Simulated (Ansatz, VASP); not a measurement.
**ZnS in VASP and in Ansatz**

```xyz
2
Lattice="0.0000 2.6937 2.6937 2.6937 0.0000 2.6937 2.6937 2.6937 0.0000" Properties=species:S:1:pos:R:3 pbc="T T T"
Zn    0.0000    0.0000    0.0000
S     1.3468    1.3468    1.3468
```

Alike in both runs: task relaxation of cell and atoms; functional PBEsol; k mesh 8 × 8 × 8; occupations gaussian, width 0.02 eV; no spin polarisation.

|  | VASP | Ansatz |
| --- | --- | --- |
| version | VASP 6.6.1 | Ansatz 0.2.0 |
| potentials or method | VASP PAW PBE potentials, release 64 (Zn, S), cutoff 600 eV | scalar-relativistic, plane waves, PAW |
| valence electrons in the cell | 18 | 18 |

|  | VASP | Ansatz | Ansatz less VASP |
| --- | --- | --- | --- |
| gap on the k mesh at the Fermi level, each at its own relaxed structure (eV) | 2.08 | 2.09 | +0.004 |
| relaxed volume (Å³/atom) | 19.26 | 19.21 | -0.051 |
| relaxed cell length with the largest relative difference (Å) | 3.791 | 3.787 | -0.0033 |

VASP's potentials were made for PBE, not for PBEsol.
